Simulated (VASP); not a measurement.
# NiGe (Pmc2_1) in VASP: notebook

The runs below take NiGe through single point, with PBEsol.

All numbers are computed with VASP 6.6.1; they aren't measurements. Logs are shortened: lines on timing, memory, paths and dates and some standing lists are left out, and cuts for length are marked.

### 1 The cell of the first run

The structure is orthorhombic, space group Pmc2_1 (No. 26). Conventional cell: a = 3.440 Å, b = 5.739 Å, c = 5.311 Å, α = 90.00°, β = 90.00°, γ = 90.00°. Within 3.1 Å of Ni (site symmetry m) lie 6 Ge at 2.31 to 2.49 Å and 4 Ni at 2.75 to 2.77 Å. Within 3.1 Å of Ni (site symmetry m) lie 6 Ge at 2.33 to 2.48 Å and 4 Ni at 2.75 to 2.77 Å. Ge (site symmetry m) has 6 Ni at 2.31 to 2.49 Å and 2 Ge at 2.83 Å within 3.1 Å. Ge (site symmetry m) has 6 Ni at 2.33 to 2.48 Å and 2 Ge at 2.83 Å within 3.1 Å.

### 2 Single point, PBEsol (all Ni atoms moved +0.013 Å, as atom 1 along Cartesian [1 0 0])

Contents of INCAR:

```
PREC     = Accurate       # precision mode
ENCUT    = 520            # plane-wave cutoff, eV
EDIFF    = 1E-6           # SCF threshold, eV
ISMEAR   = 0              # smearing method
SIGMA    = 0.15           # smearing width, eV
LREAL    = False          # projectors in reciprocal space
LASPH    = True           # aspherical terms in the spheres
NELM     = 60             # most SCF steps
ALGO     = Fast           # electronic algorithm
ISIF     = 2              # what is computed and relaxed
LWAVE    = False          # write WAVECAR
LCHARG   = True           # write CHGCAR
GGA      = PS             # functional
LELF     = True           # ELF
LVHAR    = True         
NBANDS   = 58             # bands
```

Contents of KPOINTS:

```
Automatic mesh
0
Gamma
  8 12 8
```

Contents of POSCAR:

```
NiGe
1.0
    5.3107947876      0.0000000000      0.0000000000
    0.0000000000      3.4400167648      0.0000000000
    0.0000000000      0.0000000000      5.7392574988
Ni Ge
4 4
Direct
    0.9953402305      0.7500000000      0.1888713156
    0.0093671629      0.2500000000      0.8111286844
    0.5093671629      0.2500000000      0.6888713156
    0.4953402305      0.7500000000      0.3111286844
    0.8116425502      0.7500000000      0.5883967035
    0.1883574498      0.2500000000      0.4116032965
    0.6883574498      0.2500000000      0.0883967035
    0.3116425502      0.7500000000      0.9116032965
```

Potentials or basis: VASP PAW PBE potentials, release 64 (Ni, Ge_d).

Run with:

```console
cat potpaw_PBE.64/Ni/POTCAR potpaw_PBE.64/Ge_d/POTCAR > POTCAR
mpirun -np 1 vasp_std > vasp.out
```

OUTCAR:

```text
PREC = Accurate
   ENCUT = 520
   EDIFF = 1E-6
   ISMEAR = 0
   LREAL = False
   LASPH = True
   NELM = 60
   ISIF = 2
   GGA = PS

 ion  position               nearest neighbor table
   1  0.995  0.750  0.189-   8 2.31   6 2.38   6 2.38   7 2.44   7 2.44   5 2.49   4 2.75   4 2.75
                             2 2.77   2 2.77
   2  0.009  0.250  0.811-   7 2.33   5 2.39   5 2.39   8 2.42   8 2.42   6 2.48   3 2.75   3 2.75
                             1 2.77   1 2.77
   3  0.509  0.250  0.689-   6 2.33   8 2.39   8 2.39   5 2.42   5 2.42   7 2.48   2 2.75   2 2.75
                             4 2.77   4 2.77
   4  0.495  0.750  0.311-   5 2.31   7 2.38   7 2.38   6 2.44   6 2.44   8 2.49   1 2.75   1 2.75
                             3 2.77   3 2.77
   5  0.812  0.750  0.588-   4 2.31   2 2.39   2 2.39   3 2.42   3 2.42   1 2.49   6 2.83   6 2.83

   6  0.188  0.250  0.412-   3 2.33   1 2.38   1 2.38   4 2.44   4 2.44   2 2.48   5 2.83   5 2.83

   7  0.688  0.250  0.088-   2 2.33   4 2.38   4 2.38   1 2.44   1 2.44   3 2.48   8 2.83   8 2.83

   8  0.312  0.750  0.912-   1 2.31   3 2.39   3 2.39   2 2.42   2 2.42   4 2.49   7 2.83   7 2.83

  LATTYP: Found a simple orthorhombic cell.
 ALAT       =     3.4400167648
 B/A-ratio  =     1.5438281702
 C/A-ratio  =     1.6683806770

  Lattice vectors:

 A1 = (   0.0000000000,  -3.4400167648,   0.0000000000)
 A2 = (   5.3107947876,   0.0000000000,   0.0000000000)
 A3 = (   0.0000000000,   0.0000000000,   5.7392574988)

Analysis of symmetry for initial positions (statically):
=====================================================================
 Subroutine PRICEL returns:
 Original cell was already a primitive cell.

 Routine SETGRP: Setting up the symmetry group for a
 simple orthorhombic supercell.

 Subroutine GETGRP returns: Found  4 space group operations
 (whereof  1 operations were pure point group operations)
 out of a pool of  8 trial point group operations.

The static configuration has the point symmetry C_1 .
 The point group associated with its full space group is C_2v.

Analysis of symmetry for dynamics (positions and initial velocities):
=====================================================================
 Subroutine PRICEL returns:
 Original cell was already a primitive cell.

 Routine SETGRP: Setting up the symmetry group for a
 simple orthorhombic supercell.

 Subroutine GETGRP returns: Found  4 space group operations
 (whereof  1 operations were pure point group operations)
 out of a pool of  8 trial point group operations.

The dynamic configuration has the point symmetry C_1 .
 The point group associated with its full space group is C_2v.
[... 120 lines left out ...]
   TEBEG  =    0.0;   TEEND  =   0.0 temperature during run
   PSTRESS=    0.0 pullay stress
   NELECT =      96.0000    total number of electrons
   NUPDOWN=      -1.0000    fix difference up-down
   EMIN   =  10.00;   EMAX   =-10.00  energy-range for DOS
   EFERMI =   0.00;   METHOD = LEGACY
   ISMEAR =     0;   SIGMA  =   0.15  broadening in eV -4-tet -1-fermi 0-gaus
   EFERMI_NEDOS =   21; number of points for ismear=-14 and -15
   IALGO  =     68    algorithm
   IMIX   =      4    mixing-type and parameters
     AMIX     =   0.40;   BMIX     =  1.00
     AMIX_MAG =   1.60;   BMIX_MAG =  1.00
  volume/ion in A,a.u.               =      13.11        88.45
  Fermi-wavevector in a.u.,A,eV,Ry     =   1.589669  3.004038 34.382560  2.527047
  Thomas-Fermi vector in A             =   2.688483
   LORBIT       =      0    0 simple, 1 ext, 2 COOP (PROOUT), +10 PAW based schemes
   GGA     = PS    functional components
   LHFCALC =     F    Hartree Fock is set to
   AEXX    =    0.0000 exact exchange contribution
   IVDW    =     0    specifies the selected vdW correction
   LEPSILON=     F    determine dielectric tensor
   LRPA    =     F    only Hartree local field effects (RPA)
 non-spin polarized calculation
 RMM-DIIS sequential band-by-band and
 Gauss-broadening in eV      SIGMA  =   0.15
  energy-cutoff  :      520.00
  volume of cell :      104.85
 maximum number of plane-waves:      2848
 NGX is ok and might be reduce to    40
   NGX = 19   NGY = 13   NGZ = 21

 number of electron      96.0000008 magnetization

 Free energy of the ion-electron system (eV)
  ---------------------------------------------------
  ext. energy  EPLUGINS =         0.00000000
  ---------------------------------------------------
  free energy    TOTEN  =       -47.29427481 eV

  energy without entropy =      -47.26776441  energy(sigma->0) =      -47.28101961

 E-fermi :   9.0725     XC(G=0): -12.8252

 val. band max:        9.0705550600   @ k =   0.1250   0.2500   0.2500
 cond. band min:       9.0862740282   @ k =   0.3750   0.1667   0.0000
 fundamental gap:      0.0157189682
 Fermi energy:         9.0725214160

 k-point     1 :       0.0000    0.0000    0.0000
  band No.  band energies     occupation
      1     -15.5602      2.00000
      2     -15.5459      2.00000
      3     -15.5381      2.00000
      4     -15.5355      2.00000
      5     -15.5194      2.00000
      6     -15.4978      2.00000
[... 1453 lines left out ...]
     57      15.4134      0.00000
     58      16.3682      0.00000

 [... further k-points ...]

------------------------ aborting loop because EDIFF is reached ----------------------------------------

  FORCE on cell =-STRESS in cart. coord.  units (eV):
  Direction    XX          YY          ZZ          XY          YZ          ZX
  --------------------------------------------------------------------------------------
  -------------------------------------------------------------------------------------
  Total        0.1632123      0.1649889      0.0789023      0.0000000      0.0000000      0.0000000
  in kB        2.4939497      2.5210966      1.2056586      0.0000000      0.0000000      0.0000000
  external PRESSURE =       2.0735683 kB  Pullay stress =       0.0000000 kB

 VOLUME and BASIS-vectors are now :
 -----------------------------------------------------------------------------
  energy-cutoff  :      520.00
  volume of cell :      104.85
      direct lattice vectors                 reciprocal lattice vectors
     5.310794788  0.000000000  0.000000000     0.188295734  0.000000000  0.000000000
     0.000000000  3.440016765  0.000000000     0.000000000  0.290696258  0.000000000
     0.000000000  0.000000000  5.739257499     0.000000000  0.000000000  0.174238567

 POSITION                                       TOTAL-FORCE (eV/Angst)
 -----------------------------------------------------------------------------------
      5.28605      2.58001      1.08398        -0.095753      0.000000      0.017852
      0.04975      0.86000      4.65528        -0.083762      0.000000     -0.000093
      2.70514      0.86000      3.95361        -0.083762      0.000000      0.000093
      2.63065      2.58001      1.78565        -0.095753      0.000000     -0.017852
      4.31047      2.58001      3.37696         0.078309     -0.000000      0.042069
      1.00033      0.86000      2.36230         0.101206      0.000000      0.030848
      3.65573      0.86000      0.50733         0.101206      0.000000     -0.030848
      1.65507      2.58001      5.23193         0.078309     -0.000000     -0.042069
 -----------------------------------------------------------------------------------
    total drift:                               -0.001888     -0.000000     -0.000022

  FREE ENERGIE OF THE ION-ELECTRON SYSTEM (eV)
  ---------------------------------------------------
  free  energy   TOTEN  =       -47.2942748082 eV

  energy  without entropy=      -47.2677644115  energy(sigma->0) =      -47.28101961
```

stdout:

```text
POSCAR found type information on POSCAR NiGe
 POSCAR found :  2 types and       8 ions
 scaLAPACK will be used
 -----------------------------------------------------------------------------
|                                                                             |
|                                                                             |
|     You enforced a specific xc type in the INCAR file but a different       |
|     I HOPE YOU KNOW WHAT YOU ARE DOING!                                     |
|                                                                             |
 -----------------------------------------------------------------------------

 LDA part: xc-table for (Slater+PW92), standard interpolation
 POSCAR, INCAR and KPOINTS ok, starting setup
 FFT: planning ... GRIDC
 FFT: planning ... GRID_SOFT
 FFT: planning ... GRID
 WAVECAR not read
 entering main loop
WARNING in EDDRMM: call to ZHEGV failed, returncode =   6  3     51
WARNING in EDDRMM: call to ZHEGV failed, returncode =   8  4     40
WARNING in EDDRMM: call to ZHEGV failed, returncode =   6  3     41
WARNING in EDDRMM: call to ZHEGV failed, returncode =   8  4     45
WARNING in EDDRMM: call to ZHEGV failed, returncode =   8  4     31
WARNING in EDDRMM: call to ZHEGV failed, returncode =   6  3     42
WARNING in EDDRMM: call to ZHEGV failed, returncode =   6  3     46
WARNING in EDDRMM: call to ZHEGV failed, returncode =   6  3     53
WARNING in EDDRMM: call to ZHEGV failed, returncode =   6  3     43
```

It took 33 min on 1 thread of Oxide Virtual Turin-like, shared host; peak memory 0.77 GiB.

What came out:

- Free energy: -47.2943 eV
- Pressure: 0.2 GPa
- Largest force: 0.106 eV/Å
- Band gap on the k mesh: zero (bands 48 and 49 overlap by 1.74 eV)

Forces in eV/Å, atoms in the order of the input:
```
Ni  -0.096  0.000  0.018
Ni  -0.084  0.000  0.000
Ni  -0.084  0.000  0.000
Ni  -0.096  0.000 -0.018
Ge   0.078  0.000  0.042
Ge   0.101  0.000  0.031
Ge   0.101  0.000 -0.031
Ge   0.078  0.000 -0.042
```

Levels at points of the mesh, in eV from the Fermi level:
| k point | band 46 | band 47 | band 48 | band 49 | band 50 | band 51 |
| --- | --- | --- | --- | --- | --- | --- |
| (0.00, 0.00, 0.00) | -1.09 | -0.98 | -0.88 | 0.70 | 0.80 | 3.99 |
| (0.50, 0.00, 0.00) | -1.63 | 0.78 | 0.78 | 1.46 | 1.46 | 3.19 |
| (0.00, 0.50, 0.00) | -1.66 | -1.28 | -1.26 | -0.54 | -0.54 | 2.04 |
| (0.50, 0.50, 0.00) | -1.44 | -1.44 | -1.44 | 0.33 | 0.33 | 0.33 |
| (0.00, 0.00, 0.50) | -1.28 | -0.20 | -0.19 | 1.09 | 1.10 | 2.70 |
| (0.50, 0.00, 0.50) | -0.96 | 0.71 | 0.71 | 2.58 | 2.58 | 2.62 |
| (0.00, 0.50, 0.50) | -1.70 | -1.55 | -1.55 | 0.40 | 0.40 | 0.72 |
| (0.50, 0.50, 0.50) | -1.62 | -1.62 | -1.62 | 2.55 | 2.55 | 2.55 |

Caveat: the cell differs from its parent crystal (all Ni atoms moved +0.013 Å, as atom 1 along Cartesian [1 0 0]); the PAW data sets were made with another functional, which shifts forces and pressure a little. Spin polarisation is off, so any magnetic state and its effect on volume and gap are missing.

### 3 Single point, PBEsol (all Ni atoms moved +0.062 Å, as atom 1 along Cartesian [1 0 0])

Contents of INCAR:

```
PREC = Accurate
ENCUT = 520
EDIFF = 1E-7
ISMEAR = 0
SIGMA = 0.15
LREAL = F
LASPH = T
NELM = 80
ALGO = Fast
ISIF = 2
LWAVE = F
LCHARG = F
GGA = PS
NBANDS = 58
```

KPOINTS is that of step 2.

Contents of POSCAR:

```
NiGe
1.0
    5.3107947876      0.0000000000      0.0000000000
    0.0000000000      3.4400167648      0.0000000000
    0.0000000000      0.0000000000      5.7392574988
Ni Ge
4 4
Direct
    1.0047550171      0.7500000000      0.1888713156
    0.0187819495      0.2500000000      0.8111286844
    0.5187819495      0.2500000000      0.6888713156
    0.5047550171      0.7500000000      0.3111286844
    0.8116425502      0.7500000000      0.5883967035
    0.1883574498      0.2500000000      0.4116032965
    0.6883574498      0.2500000000      0.0883967035
    0.3116425502      0.7500000000      0.9116032965
```

Potentials or basis: VASP PAW PBE potentials, release 64 (Ni, Ge_d).

Run with:

```console
cat potpaw_PBE.64/Ni/POTCAR potpaw_PBE.64/Ge_d/POTCAR > POTCAR
mpirun -np 1 vasp_std > vasp.out
```

It took 28 min on 1 thread of Oxide Virtual Turin-like, shared host; peak memory 0.77 GiB.

Results (log left out):

```yaml
Free_energy: -47.2406 eV
Pressure: 0.5 GPa
Largest_force: 0.502 eV/Å
Band_gap_on_the_k_mesh: zero (bands 48 and 49 overlap by 1.74 eV)
```

Forces on the atoms (eV/Å):
```
Ni  -0.460  0.000  0.073
Ni  -0.435  0.000  0.017
Ni  -0.435  0.000 -0.017
Ni  -0.460  0.000 -0.073
Ge   0.460  0.000  0.200
Ge   0.436  0.000  0.166
Ge   0.436  0.000 -0.166
Ge   0.460  0.000 -0.200
```

Stress tensor (GPa, compression positive):
```
0.44 0.00 0.00
0.00 0.60 0.00
0.00 0.00 0.46
```

Levels at points of the mesh, in eV from the Fermi level:
| k point | band 44 | band 45 | band 46 | band 47 | band 48 | band 49 | band 50 | band 51 | band 52 | band 53 |
| --- | --- | --- | --- | --- | --- | --- | --- | --- | --- | --- |
| (0.00, 0.00, 0.00) | -1.77 | -1.68 | -1.09 | -0.97 | -0.88 | 0.70 | 0.80 | 4.00 | 4.08 | 4.42 |
| (0.50, 0.00, 0.00) | -1.73 | -1.63 | -1.63 | 0.79 | 0.79 | 1.46 | 1.46 | 3.19 | 3.19 | 4.57 |
| (0.00, 0.50, 0.00) | -1.77 | -1.67 | -1.67 | -1.34 | -1.20 | -0.55 | -0.53 | 2.02 | 2.04 | 2.22 |
| (0.50, 0.50, 0.00) | -1.82 | -1.44 | -1.44 | -1.44 | -1.44 | 0.32 | 0.32 | 0.33 | 0.33 | 4.21 |
| (0.00, 0.00, 0.50) | -1.81 | -1.28 | -1.27 | -0.21 | -0.18 | 1.07 | 1.12 | 2.68 | 2.72 | 4.38 |
| (0.50, 0.00, 0.50) | -1.82 | -0.95 | -0.95 | 0.71 | 0.71 | 2.57 | 2.57 | 2.61 | 2.61 | 2.66 |
| (0.00, 0.50, 0.50) | -1.73 | -1.70 | -1.70 | -1.56 | -1.54 | 0.39 | 0.41 | 0.71 | 0.73 | 2.23 |
| (0.50, 0.50, 0.50) | -1.88 | -1.62 | -1.62 | -1.62 | -1.62 | 2.55 | 2.55 | 2.55 | 2.55 | 3.32 |

Caveat: the cell differs from its parent crystal (all Ni atoms moved +0.062 Å, as atom 1 along Cartesian [1 0 0]); the PAW data sets were made with another functional, which shifts forces and pressure a little. Spin polarisation is off, so any magnetic state and its effect on volume and gap are missing.

(Continued in part 2 of 2.)
